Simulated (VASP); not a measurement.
Te2Mo, 6 atoms in the cell. It takes space group P6_3/mmc (No. 194, hexagonal). The conventional cell has a = 3.564 Å, b = 3.564 Å, c = 14.157 Å, α = 90.00°, β = 90.00°, γ = 120.00°. Te (site symmetry 3m) has 3 Mo at 2.75 Å and 6 Te at 3.56 Å within 3.6 Å. Mo (site symmetry -6m2) has 6 Te at 2.75 Å and 6 Mo at 3.56 Å within 3.6 Å. 

| Item | Value |
| --- | --- |
| Program | VASP 6.6.1 |
| Task | single point |
| Functional | r2SCAN |
| Dispersion | D4 |
| Potentials or basis | VASP PAW PBE potentials, release 64 (Te, Mo_sv) |
| Cutoff | 520 eV |
| k mesh | 9 × 9 × 2 |
| Occupations | fermi-dirac, width 0.05 eV |
| Spin | no spin polarisation |
| Dipole correction | no |
| Further INCAR settings | ALGO = Normal; EDIFF = 1e-07; NBANDS = 35 |

Potentials or basis: VASP PAW PBE potentials, release 64 (Te, Mo_sv).

Launch:

```sh
$ cat potpaw_PBE.64/Te/POTCAR potpaw_PBE.64/Mo_sv/POTCAR > POTCAR
$ cp INCAR.step1 INCAR
$ mpirun -np 1 vasp_std > vasp.out
$ cp INCAR.step2 INCAR
$ mpirun -np 1 vasp_std > vasp.out
```

Hardware: 1 thread of Intel(R) Xeon(R) Platinum 8488C (Sapphire Rapids) (shared host).

How long does it take, and how much memory?

It took 13 min on 1 thread of Intel(R) Xeon(R) Platinum 8488C (Sapphire Rapids), with other jobs on the host, peak memory 0.36 GiB. Counts: k points 24.
